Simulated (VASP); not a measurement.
# ZnO (P6_3mc) in VASP: notebook, part 2 of 2

VASP 6.6.1.

### 4 Single point, PBE

This run uses another cell than the first one: it holds 8 atoms, not 4.

INCAR reads:

```
PREC     = Accurate       # precision mode
ENCUT    = 520            # plane-wave cutoff, eV
EDIFF    = 1E-6           # SCF threshold, eV
ISMEAR   = 0              # smearing method
SIGMA    = 0.05           # smearing width, eV
LREAL    = F              # projectors in reciprocal space
LASPH    = T              # aspherical terms in the spheres
NELM     = 80             # most SCF steps
ALGO     = Normal         # electronic algorithm
ISIF     = 2              # what is computed and relaxed
LWAVE    = F              # write WAVECAR
LCHARG   = F              # write CHGCAR
GGA      = PE             # functional
NBANDS   = 46             # bands
```

KPOINTS reads:

```
regular mesh
0
Gamma
  12 12 4
```

POSCAR reads:

```
ZnO
1.0
    3.2794753211      0.0000000000      0.0000000000
   -1.6397376605      2.8401089392      0.0000000000
    0.0000000000      0.0000000000     10.5862609252
Zn O
4 4
Direct
    0.3333333333      0.6666666667      0.0007513440
    0.3333333333      0.6666666667      0.5007513440
    0.6666666667      0.3333333333      0.2507513440
    0.6666666667      0.3333333333      0.7507513440
    0.3333333333      0.6666666667      0.1902986560
    0.3333333333      0.6666666667      0.6902986560
    0.6666666667      0.3333333333      0.4402986560
    0.6666666667      0.3333333333      0.9402986560
```

Potentials or basis: VASP PAW PBE potentials, release 64 (Zn, O).

Started as:

```sh
> cat potpaw_PBE.64/Zn/POTCAR potpaw_PBE.64/O/POTCAR > POTCAR
> mpirun -np 1 vasp_std > vasp.out
```

OUTCAR:

```text
PREC = Accurate
   ENCUT = 520
   EDIFF = 1E-6
   ISMEAR = 0
   LREAL = F
   LASPH = T
   NELM = 80
   ISIF = 2
   GGA = PE

 ion  position               nearest neighbor table
   1  0.333  0.667  0.001-   8 2.00   8 2.00   8 2.00   5 2.01
   2  0.333  0.667  0.501-   7 2.00   7 2.00   7 2.00   6 2.01
   3  0.667  0.333  0.251-   5 2.00   5 2.00   5 2.00   7 2.01
   4  0.667  0.333  0.751-   6 2.00   6 2.00   6 2.00   8 2.01
   5  0.333  0.667  0.190-   3 2.00   3 2.00   3 2.00   1 2.01
   6  0.333  0.667  0.690-   4 2.00   4 2.00   4 2.00   2 2.01
   7  0.667  0.333  0.440-   2 2.00   2 2.00   2 2.00   3 2.01
   8  0.667  0.333  0.940-   1 2.00   1 2.00   1 2.00   4 2.01
[... 7 lines left out ...]
 A1 = (   3.2794753211,   0.0000000000,   0.0000000000)
 A2 = (  -1.6397376605,   2.8401089392,   0.0000000000)
 A3 = (   0.0000000000,   0.0000000000,  10.5862609252)

Analysis of symmetry for initial positions (statically):
=====================================================================
 Subroutine PRICEL returns following result:

  LATTYP: Found a hexagonal cell.
 ALAT       =     3.2794753211
 C/A-ratio  =     1.6140174706

  Lattice vectors:

 A1 = (   3.2794753211,   0.0000000000,   0.0000000000)
 A2 = (  -1.6397376605,   2.8401089392,   0.0000000000)
 A3 = (   0.0000000000,   0.0000000000,   5.2931304626)

   2 primitive cells build up your supercell.

 Routine SETGRP: Setting up the symmetry group for a
 hexagonal supercell.

 Subroutine GETGRP returns: Found 12 space group operations
 (whereof  6 operations were pure point group operations)
 out of a pool of 24 trial point group operations.

The static configuration has the point symmetry C_3v.
 The point group associated with its full space group is C_6v.

Analysis of symmetry for dynamics (positions and initial velocities):
[... 150 lines left out ...]
  Thomas-Fermi vector in A             =   2.589006
   LORBIT       =      0    0 simple, 1 ext, 2 COOP (PROOUT), +10 PAW based schemes
   GGA     = PE    functional components
   LHFCALC =     F    Hartree Fock is set to
   AEXX    =    0.0000 exact exchange contribution
   IVDW    =     0    specifies the selected vdW correction
   LEPSILON=     F    determine dielectric tensor
   LRPA    =     F    only Hartree local field effects (RPA)
 non-spin polarized calculation
 Gauss-broadening in eV      SIGMA  =   0.05
  energy-cutoff  :      520.00
  volume of cell :       98.60
 maximum number of plane-waves:      2700
   NGX = 13   NGY = 13   NGZ = 39

 number of electron      72.0000075 magnetization

 Free energy of the ion-electron system (eV)
  ---------------------------------------------------
  ext. energy  EPLUGINS =         0.00000000
  ---------------------------------------------------
  free energy    TOTEN  =       -35.72203779 eV

  energy without entropy =      -35.72203779  energy(sigma->0) =      -35.72203779

 E-fermi :   1.1070     XC(G=0): -10.7258

 val. band max:        0.8956136677   @ k =   0.0000   0.0000   0.0000
 cond. band min:       1.6233690914   @ k =   0.0000   0.0000   0.0000
 fundamental gap:      0.7277554236
 Fermi energy:         1.1070305207

 k-point     1 :       0.0000    0.0000    0.0000
  band No.  band energies     occupation
      1     -16.9230      2.00000
      2     -16.5978      2.00000
      3     -16.5978      2.00000
      4     -16.2555      2.00000
      5      -4.8167      2.00000
      6      -4.8167      2.00000
[... 1165 lines left out ...]
     45      11.6827      0.00000
     46      11.7794      0.00000

 [... further k-points ...]

------------------------ aborting loop because EDIFF is reached ----------------------------------------

  FORCE on cell =-STRESS in cart. coord.  units (eV):
  Direction    XX          YY          ZZ          XY          YZ          ZX
  --------------------------------------------------------------------------------------
  -------------------------------------------------------------------------------------
  Total        0.5158234      0.5158234      0.5178463      0.0000000      0.0000000      0.0000000
  in kB        8.3816532      8.3816532      8.4145231      0.0000000      0.0000000      0.0000000
  external PRESSURE =       8.3926099 kB  Pullay stress =       0.0000000 kB

 VOLUME and BASIS-vectors are now :
 -----------------------------------------------------------------------------
  energy-cutoff  :      520.00
  volume of cell :       98.60
      direct lattice vectors                 reciprocal lattice vectors
     3.279475321  0.000000000  0.000000000     0.304926826  0.176049585  0.000000000
    -1.639737661  2.840108939  0.000000000     0.000000000  0.352099170  0.000000000
     0.000000000  0.000000000 10.586260925     0.000000000  0.000000000  0.094462059

 POSITION                                       TOTAL-FORCE (eV/Angst)
 -----------------------------------------------------------------------------------
     -0.00000      1.89341      0.00795        -0.000000      0.000000      0.000774
     -0.00000      1.89341      5.30108         0.000000      0.000000      0.000774
      1.63974      0.94670      2.65452         0.000000     -0.000000      0.000774
      1.63974      0.94670      7.94765         0.000000     -0.000000      0.000774
     -0.00000      1.89341      2.01455        -0.000000      0.000000     -0.000774
     -0.00000      1.89341      7.30768         0.000000     -0.000000     -0.000774
      1.63974      0.94670      4.66112        -0.000000     -0.000000     -0.000774
      1.63974      0.94670      9.95425         0.000000     -0.000000     -0.000774
 -----------------------------------------------------------------------------------
    total drift:                               -0.000002     -0.000003     -0.002793

  FREE ENERGIE OF THE ION-ELECTRON SYSTEM (eV)
  ---------------------------------------------------
  free  energy   TOTEN  =       -35.7220377856 eV

  energy  without entropy=      -35.7220377856  energy(sigma->0) =      -35.72203779
```

stdout:

```text
POSCAR found type information on POSCAR ZnO
 POSCAR found :  2 types and       8 ions
 scaLAPACK will be used
 LDA part: xc-table for (Slater+PW92), standard interpolation
 POSCAR, INCAR and KPOINTS ok, starting setup
 FFT: planning ... GRIDC
 FFT: planning ... GRID_SOFT
 FFT: planning ... GRID
 WAVECAR not read
 entering main loop
```

Run time: 8.6 min. Hardware: 1 thread of AMD EPYC 7R13, shared host; peak memory 0.3 GiB.

What came out:

| Quantity | Value |
| --- | --- |
| Free energy | -35.7220 eV |
| Pressure | 0.8 GPa |
| Band gap on the k mesh | 0.73 eV |

Levels at points of the mesh, in eV from the valence-band top:
```
           k point  band 33  band 34  band 35  band 36  band 37  band 38  band 39  band 40
(0.00, 0.00, 0.00)    -0.37    -0.08     0.00     0.00     0.73     3.36     3.36     5.09
(0.50, 0.00, 0.00)    -1.32    -1.32    -1.23    -0.79     5.62     5.64     5.64     6.82
(0.00, 0.00, 0.50)    -0.11    -0.11    -0.11    -0.11     1.86     1.86     4.59     4.59
(0.50, 0.00, 0.50)    -1.09    -1.09    -0.98    -0.98     5.39     5.39     6.44     6.44
```

A k mesh can miss the band edges. As with any semilocal functional, this PBE gap is likely too small.

### 5 Single point, PBE

INCAR reads:

```
PREC = Accurate ; ENCUT = 520
EDIFF = 1E-6 ; ISMEAR = 0
SIGMA = 0.05 ; LREAL = False
LASPH = True ; NELM = 80
ALGO = Normal ; ISIF = 2
LWAVE = False ; LCHARG = False
GGA = PE ; NBANDS = 26
```

KPOINTS reads:

```
regular mesh
0
Gamma
  12 12 6
```

POSCAR reads:

```
ZnO
1.0
    3.2794753195      0.0000000000      0.0000000000
   -1.6397376597      2.8401089378      0.0000000000
    0.0000000000      0.0000000000      5.2931304705
Zn O
2 2
Direct
    0.3333333333      0.6666666667      0.0015026883
    0.6666666667      0.3333333333      0.5015026883
    0.3333333333      0.6666666667      0.3805973117
    0.6666666667      0.3333333333      0.8805973117
```

Started as:

```sh
> cat potpaw_PBE.64/Zn/POTCAR potpaw_PBE.64/O/POTCAR > POTCAR
> mpirun -np 1 vasp_std > vasp.out
```

Run time: 47 s. Hardware: 1 thread of Intel Xeon Platinum 8375C at 2.90GHz (Ice Lake), shared host; peak memory 0.21 GiB.

It converged, with:

```
Free energy            : -17.8610 eV
Pressure               : 0.9 GPa
Band gap on the k mesh : 0.73 eV, direct
```

Levels at points of the mesh, in eV from the valence-band top:
```csv
k point,band 16,band 17,band 18,band 19,band 20,band 21
"(0.00, 0.00, 0.00)",-0.08,0.00,0.00,0.73,5.09,8.07
"(0.50, 0.00, 0.00)",-2.15,-1.23,-0.79,5.62,6.82,7.53
"(0.00, 0.00, 0.50)",-0.37,-0.37,-0.37,3.36,3.36,9.91
"(0.50, 0.00, 0.50)",-1.43,-1.32,-1.32,5.64,5.64,8.23
```

### 6 The runs side by side

| cell | k mesh | smearing | gap on the mesh (eV) | pressure (GPa) |
| --- | --- | --- | --- | --- |
| a = 3.279, b = 3.279, c = 5.294 Å, angles 90.0, 90.0, 120.0°, 4 atoms | 12 × 12 × 6 | gaussian 0.02 eV | 0.73 | 0.9 |
| a = 3.346, b = 3.346, c = 5.046 Å, angles 90.0, 90.0, 120.0°, 4 atoms | 9 × 9 × 6 | gaussian 0.02 eV | 0.83 | 11.2 |
| a = 3.279, b = 3.279, c = 10.586 Å, angles 90.0, 90.0, 120.0°, 8 atoms | 12 × 12 × 4 | gaussian 0.05 eV | 0.73 | 0.8 |
| a = 3.279, b = 3.279, c = 5.293 Å, angles 90.0, 90.0, 120.0°, 4 atoms | 12 × 12 × 6 | gaussian 0.05 eV | 0.73 | 0.9 |

Alike in all rows: task single point; level PBE; potentials or basis VASP PAW PBE potentials, release 64 (Zn, O); no spin polarisation; cutoff (eV) 520.

Caveats: forces of over 1 eV/Å act on the atoms, so gaps and moduli don't describe the material at rest (some runs).

Absolute energies hang on the potentials; compare differences alone.

### 7 Comparison with measurements

Step 5. Against the measured gap of ZnO, 3.37 eV (quoted in “Electronic structure of alkaline earth and post-transition metal oxides”, 2009, arxiv:0908.1581), the calculated 0.73 eV is off by -2.64 eV. So large a miss can be the level of theory's own, or it may mean another phase, state or a wrong row. The value is that of PBE, without temperature or zero-point motion. Semilocal functionals fall short of measured gaps as a rule.
